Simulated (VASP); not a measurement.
## Cr: single point with RPBE

The system is Cr.

```
Cr
1.0
     0.00000    2.87873    2.87873
     2.87873    0.00000    2.87873
     2.87873    2.87873    0.00000
Cr
2
Cartesian
  0.7197 0.7197 0.7197
  5.0378 5.0378 5.0378
```

This isn't the form of Cr at room conditions, which is bcc.

| Property | Result |
| --- | --- |
| Program | VASP 6.6.1 |
| Task | single point |
| Functional | RPBE |
| Potentials or basis | VASP PAW PBE potentials, release 64 (Cr_pv) |
| Cutoff | 520 eV |
| k mesh | 11 × 11 × 11 |
| Occupations | fermi-dirac, width 0.05 eV |
| Spin | collinear spin, antiferromagnetic start |
| Starting moments | [3.003, -3.003] μB |
| Dipole correction | no |
| Further INCAR settings | ALGO = Normal; EDIFF = 1e-06; NBANDS = 23 |

```json
{
 "Pressure": "-1.5 GPa",
 "Band gap on the k mesh": "zero (filled and empty bands overlap)",
 "Net moment": "0.00 μB per cell",
 "Site moments": "Cr +3.39, -3.39 μB",
 "Valence electrons inside the program's atomic spheres": "Cr 10.71"
}
```

Levels at points of the mesh, in eV from the Fermi level:
Spin up:
```tsv
k point	band 9	band 10	band 11	band 12	band 13	band 14	band 15	band 16
(0.00, 0.00, 0.00)	-0.81	-0.81	-0.78	-0.78	2.15	2.15	2.15	3.56
```
Spin down:
| k point | band 10 | band 11 | band 12 | band 13 | band 14 | band 15 |
| --- | --- | --- | --- | --- | --- | --- |
| (0.00, 0.00, 0.00) | -0.81 | -0.78 | -0.78 | 2.15 | 2.15 | 2.15 |

Run time: 63 s on 1 thread of AMD EPYC 9R45 96-Core Processor (Zen 5), with other jobs on the host, peak memory 0.2 GiB.

Caveat: an empty level that is flat over the whole mesh can mark a ghost state of the potentials, or a narrow d or f band; the antiferromagnetic order is the one typed at the start, and another may lie lower; the PAW data sets were made with another functional, which shifts forces and pressure a little.
